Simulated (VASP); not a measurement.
## Cu: single point with BLYP

The system is Cu.

```xyz
3
Lattice="4.3732 0.0000 0.0000 -2.1866 3.7873 0.0000 0.0000 0.0000 2.6256" Properties=species:S:1:pos:R:3 pbc="T T T"
Cu    2.1866    3.7873    0.0000
Cu    0.0000    2.5248    1.3128
Cu    2.1866    1.2624    1.3128
```

This isn't the form of Cu at room conditions, which is fcc.

```yaml
Program: VASP 6.6.1
Task: single point
Functional: BLYP
Potentials_or_basis: VASP PAW PBE potentials, release 64 (Cu)
Cutoff: 520 eV
k_mesh: 10 × 10 × 14
Occupations: fermi-dirac, width 0.1 eV
Spin: no spin polarisation
Dipole_correction: no
Further_INCAR_settings: ALGO = Normal; EDIFF = 1e-07; NBANDS = 24
```

* Pressure: -8.8 GPa
* Band gap on the k mesh: zero (an odd number of electrons rules out a gap without spin polarisation)

Levels at points of the mesh, in eV from the Fermi level:
```tsv
k point	band 12	band 13	band 14	band 15	band 16	band 17	band 18	band 19	band 20	band 21
(0.00, 0.00, 0.00)	-2.15	-2.11	-2.11	-1.54	-1.54	4.16	4.16	4.17	4.17	4.69
(0.50, 0.00, 0.00)	-1.80	-1.71	-1.70	-1.68	-1.56	-1.51	-0.06	3.12	12.01	12.03
(0.00, 0.00, 0.50)	-1.75	-1.64	-1.64	-1.31	-0.33	0.08	7.32	7.62	7.62	8.41
(0.50, 0.00, 0.50)	-1.79	-1.72	-1.55	-1.42	0.63	1.00	2.74	2.93	6.08	6.50
```

Run time: 4.8 min on 1 thread of AMD EPYC 7R13 (shared host), peak memory 0.2 GiB.

Caveat: the cell stands under tension; the PAW data sets were made with another functional, which shifts forces and pressure a little.
